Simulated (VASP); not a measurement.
# HfB2 (P6/mmm) in VASP: a series of runs, part 2 of 2

VASP 6.6.1. The steps go on from the part before.

## Step 4: Single point, r2SCAN

This run uses another cell than the first one, of 10.50 Å³/atom, 1.039 times its volume.

POSCAR reads:

```
HfB2
1.0
    3.2015842624      0.0000000000      0.0000000000
   -1.6007921312      2.7726533036      0.0000000000
    0.0000000000      0.0000000000      3.5482526220
Hf B
1 2
Direct
    0.0000000000      0.0000000000      0.0000000000
    0.6666666667      0.3333333333      0.5000000000
    0.3333333333      0.6666666667      0.5000000000
```

INCAR.step1 reads:

```
  ALGO = Normal
  EDIFF = 1E-4
  ENCUT = 520
  GGA = PE
  ISMEAR = -1
  LASPH = True
  LCHARG = False
  LREAL = False
  LWAVE = True
  NBANDS = 15
  NELM = 100
  PREC = Accurate
  SIGMA = 0.05
```

INCAR.step2 reads:

```
  ALGO = Normal
  EDIFF = 1E-6
  ENCUT = 520
  ISIF = 2
  ISMEAR = -1
  ISTART = 1
  LASPH = True
  LCHARG = True
  LELF = True
  LMIXTAU = True
  LREAL = False
  LVHAR = True
  LWAVE = False
  METAGGA = R2SCAN
  NBANDS = 15
  NELM = 100
  PREC = Accurate
  SIGMA = 0.05
```

KPOINTS reads:

```
k-points
0
Gamma
  10 10 8
```

Potentials or basis: VASP PAW PBE potentials, release 64 (Hf_pv, B).

Run with:

```console
$ cat potpaw_PBE.64/Hf_pv/POTCAR potpaw_PBE.64/B/POTCAR > POTCAR
$ cp INCAR.step1 INCAR
$ mpirun -np 1 vasp_std > vasp.out
$ cp INCAR.step2 INCAR
$ mpirun -np 1 vasp_std > vasp.out
```

OUTCAR:

```text
EDIFF = 1E-6
   ENCUT = 520
   ISIF = 2
   ISMEAR = -1
   ISTART = 1
   LASPH = True
   LREAL = False
   METAGGA = R2SCAN
   NELM = 100
   PREC = Accurate

 ion  position               nearest neighbor table
   1  0.000  0.000  0.000-   2 2.56   3 2.56   2 2.56   3 2.56   2 2.56   2 2.56   3 2.56   3 2.56
                             2 2.56   2 2.56   3 2.56   3 2.56
   2  0.667  0.333  0.500-   3 1.85   3 1.85   3 1.85   1 2.56   1 2.56   1 2.56   1 2.56   1 2.56
                             1 2.56
   3  0.333  0.667  0.500-   2 1.85   2 1.85   2 1.85   1 2.56   1 2.56   1 2.56   1 2.56   1 2.56
                             1 2.56

  LATTYP: Found a hexagonal cell.
 ALAT       =     3.2015842624
 C/A-ratio  =     1.1082802548

  Lattice vectors:

 A1 = (   3.2015842624,   0.0000000000,   0.0000000000)
 A2 = (  -1.6007921312,   2.7726533036,   0.0000000000)
 A3 = (   0.0000000000,   0.0000000000,   3.5482526220)

Analysis of symmetry for initial positions (statically):
=====================================================================
 Subroutine PRICEL returns:
 Original cell was already a primitive cell.

 Routine SETGRP: Setting up the symmetry group for a
 hexagonal supercell.

 Subroutine GETGRP returns: Found 24 space group operations
 (whereof 24 operations were pure point group operations)
 out of a pool of 24 trial point group operations.

The static configuration has the point symmetry D_6h.

Analysis of symmetry for dynamics (positions and initial velocities):
=====================================================================
 Subroutine PRICEL returns:
 Original cell was already a primitive cell.

 Routine SETGRP: Setting up the symmetry group for a
 hexagonal supercell.

 Subroutine GETGRP returns: Found 24 space group operations
 (whereof 24 operations were pure point group operations)
 out of a pool of 24 trial point group operations.

The dynamic configuration has the point symmetry D_6h.

 Subroutine INISYM returns: Found 24 space group operations
 (whereof 24 operations are pure point group operations),
 and found     1 'primitive' translations

----------------------------------------------------------------------------------------

                                     Primitive cell

  volume of cell :      31.4974

  direct lattice vectors                    reciprocal lattice vectors
     3.201584262  0.000000000  0.000000000     0.312345363  0.180332680  0.000000000
    -1.600792131  2.772653304  0.000000000     0.000000000  0.360665359  0.000000000
     0.000000000  0.000000000  3.548252622     0.000000000  0.000000000  0.281828862

  length of vectors
     3.201584262  3.201584262  3.548252622     0.360665359  0.360665359  0.281828862

  position of ions in fractional coordinates (direct lattice)
     0.000000000  0.000000000  0.000000000
     0.666666667  0.333333333  0.500000000
     0.333333333  0.666666667  0.500000000

  ion indices of the primitive-cell ions
   primitive index   ion index
                 1           1
                 2           2
                 3           3

----------------------------------------------------------------------------------------

 KPOINTS: k-points

Automatic generation of k-mesh.
 Grid dimensions read from file:
 generate k-points for:   10   10    8

 Generating k-lattice:

[... 42 lines left out ...]
 [... further k-points ...]
   k-points           NKPTS =     70   k-points in BZ     NKDIM =     70   number of bands    NBANDS=     15
   number of dos      NEDOS =    301   number of ions     NIONS =      3
   total plane-waves  NPLWV =  16128
   dimension x,y,z NGX =    24 NGY =   24 NGZ =   28
   dimension x,y,z NGXF=    48 NGYF=   48 NGZF=   56
   ions per type =               1   2
   NGX,Y,Z   is equivalent  to a cutoff of  12.46, 12.46, 13.12 a.u.
   NGXF,Y,Z  is equivalent  to a cutoff of  24.92, 24.92, 26.24 a.u.
 SYSTEM =  unknown system
   PREC   = accura    normal or accurate (medium, high low for compatibility)
   ISTART =      1    job   : 0-new  1-cont  2-samecut
   ICHARG =      0    charge: 1-file 2-atom 10-const
   ISPIN  =      1    spin polarized calculation?
   LNONCOLLINEAR =      F non collinear calculations
   LSORBIT =      F    spin-orbit coupling
   LASPH  =      T    aspherical Exc in radial PAW
   ENCUT  =  520.0 eV  38.22 Ry    6.18 a.u.   5.95  5.95  6.60*2*pi/ulx,y,z
   NELM   =    100;   NELMIN=  2; NELMDL=  0     # of ELM steps
   EDIFF  = 0.1E-05   stopping-criterion for ELM
   LREAL  =      F    real-space projection
   EDIFFG = 0.1E-04   stopping-criterion for IOM
   NSW    =      0    number of steps for IOM
   IBRION =     -1    ionic relax: 0-MD 1-quasi-New 2-CG
   NFREE  =      0    steps in history (QN), initial steepest desc. (CG)
   ISIF   =      2    stress and relaxation
   ISYM   =      2    0-nonsym 1-usesym 2-fastsym
   POTIM  = 0.5000    time-step for ionic-motion
   TEBEG  =    0.0;   TEEND  =   0.0 temperature during run
   PSTRESS=    0.0 pullay stress
   NELECT =      16.0000    total number of electrons
   NUPDOWN=      -1.0000    fix difference up-down
   EMIN   =  10.00;   EMAX   =-10.00  energy-range for DOS
   EFERMI =   0.00;   METHOD = LEGACY
   ISMEAR =    -1;   SIGMA  =   0.05  broadening in eV -4-tet -1-fermi 0-gaus
   EFERMI_NEDOS =   21; number of points for ismear=-14 and -15
   IALGO  =     38    algorithm
   IMIX   =      4    mixing-type and parameters
     AMIX     =   0.40;   BMIX     =  1.00
     AMIX_MAG =   1.60;   BMIX_MAG =  1.00
  volume/ion in A,a.u.               =      10.50        70.85
  Fermi-wavevector in a.u.,A,eV,Ry     =   1.306241  2.468437 23.215135  1.706264
  Thomas-Fermi vector in A             =   2.437056
   LORBIT       =      0    0 simple, 1 ext, 2 COOP (PROOUT), +10 PAW based schemes
   METAGGA = R2SCAN    functional components
   LHFCALC =     F    Hartree Fock is set to
   AEXX    =    0.0000 exact exchange contribution
   IVDW    =     0    specifies the selected vdW correction
   LEPSILON=     F    determine dielectric tensor
   LRPA    =     F    only Hartree local field effects (RPA)
 non-spin polarized calculation
  energy-cutoff  :      520.00
  volume of cell :       31.50
 maximum number of plane-waves:       868
 NGX is ok and might be reduce to    24
   NGX = 11   NGY = 11   NGZ = 13

 number of electron      16.0000002 magnetization

 Free energy of the ion-electron system (eV)
  ---------------------------------------------------
  ext. energy  EPLUGINS =         0.00000000
  ---------------------------------------------------
  free energy    TOTEN  =       -62.99688623 eV

  energy without entropy =      -62.99422334  energy(sigma->0) =      -62.99555478

 E-fermi :   7.1982     XC(G=0): -13.2429

 val. band max:        7.1331476887   @ k =   0.2000   0.2000   0.1250
 cond. band min:       7.4147032502   @ k =   0.1000   0.1000   0.2500
 fundamental gap:      0.2815555615
 Fermi energy:         7.1982322220

 k-point     1 :       0.0000    0.0000    0.0000
  band No.  band energies     occupation
      1     -24.8094      2.00000
      2     -24.3732      2.00000
      3     -24.3732      2.00000
      4      -7.0571      2.00000
      5       4.1886      2.00000
      6       4.3001      2.00000
      7       4.3394      2.00000
      8       4.3394      2.00000
      9      11.2079      0.00000
     10      11.2079      0.00000
     11      11.8835      0.00000
     12      11.8835      0.00000
     13      11.9248      0.00000
     14      12.2000      0.00000
[... 401 lines left out ...]
      2     -24.7269      2.00000
      3     -24.5523      2.00000
      4      -3.2030      2.00000
      5      -1.7681      2.00000
      6       2.4590      2.00000
      7       3.3901      2.00000
      8       5.0600      2.00000
      9       8.3840      0.00000
     10      11.2845      0.00000
     11      11.3497      0.00000
     12      13.3692      0.00000
     13      14.5505      0.00000
     14      15.4161      0.00000
     15      17.8837      0.00000

 [... further k-points ...]
[... 5 lines left out ...]
  --------------------------------------------------------------------------------------
  -------------------------------------------------------------------------------------
  Total       -3.0664542     -3.0664542     -2.4850392      0.0000000      0.0000000      0.0000000
  in kB     -155.9811182   -155.9811182   -126.4063201      0.0000000      0.0000000      0.0000000
  external PRESSURE =    -146.1228522 kB  Pullay stress =       0.0000000 kB

 VOLUME and BASIS-vectors are now :
 -----------------------------------------------------------------------------
  energy-cutoff  :      520.00
  volume of cell :       31.50
      direct lattice vectors                 reciprocal lattice vectors
     3.201584262  0.000000000  0.000000000     0.312345363  0.180332680  0.000000000
    -1.600792131  2.772653304  0.000000000     0.000000000  0.360665359  0.000000000
     0.000000000  0.000000000  3.548252622     0.000000000  0.000000000  0.281828862

 POSITION                                       TOTAL-FORCE (eV/Angst)
 -----------------------------------------------------------------------------------
      0.00000      0.00000      0.00000         0.000000      0.000000      0.000000
      1.60079      0.92422      1.77413        -0.000000      0.000000      0.000000
     -0.00000      1.84844      1.77413         0.000000     -0.000000      0.000000
 -----------------------------------------------------------------------------------
    total drift:                               -0.000000      0.000000      0.000000

  FREE ENERGIE OF THE ION-ELECTRON SYSTEM (eV)
  ---------------------------------------------------
  free  energy   TOTEN  =       -62.9968862276 eV

  energy  without entropy=      -62.9942233385  energy(sigma->0) =      -62.99555478
```

Run time: 44 s. Hardware: 1 thread of Intel Xeon 6975P-C (Granite Rapids), shared host; peak memory 0.17 GiB.

What came out:

* Free energy: -62.9969 eV
* Pressure: -14.6 GPa
* Band gap on the k mesh: zero (band 8 reaches 7.86 eV, above the bottom of band 9 at 7.05 eV)

Stress tensor (GPa, compression positive):
```
-15.60   0.00   0.00
  0.00 -15.60   0.00
  0.00   0.00 -12.64
```

Caveat: the PAW data sets were made with another functional, which shifts forces and pressure a little; spin-orbit coupling is left out, which moves the levels of the heavy elements.

## Step 5: Summary

| cell | gap on the mesh (eV) | pressure (GPa) |
| --- | --- | --- |
| a = 3.161, b = 3.161, c = 3.503 Å, angles 90.0, 90.0, 120.0°, 3 atoms | none | -6.1 |
| a = 3.181, b = 3.181, c = 3.526 Å, angles 90.0, 90.0, 120.0°, 3 atoms | none | -10.6 |
| a = 3.202, b = 3.202, c = 3.548 Å, angles 90.0, 90.0, 120.0°, 3 atoms | none | -14.6 |

Alike in all rows: task single point; level r2SCAN; potentials or basis VASP PAW PBE potentials, release 64 (Hf_pv, B); no spin polarisation; k mesh 10 × 10 × 8; cutoff (eV) 520; smearing fermi-dirac 0.05 eV.

Caveats: the PAW data sets were made with another functional, which shifts forces and pressure a little; spin-orbit coupling is left out, which moves the levels of the heavy elements.

Total energies depend on the potentials used, so only differences within one code and one set of settings carry meaning.
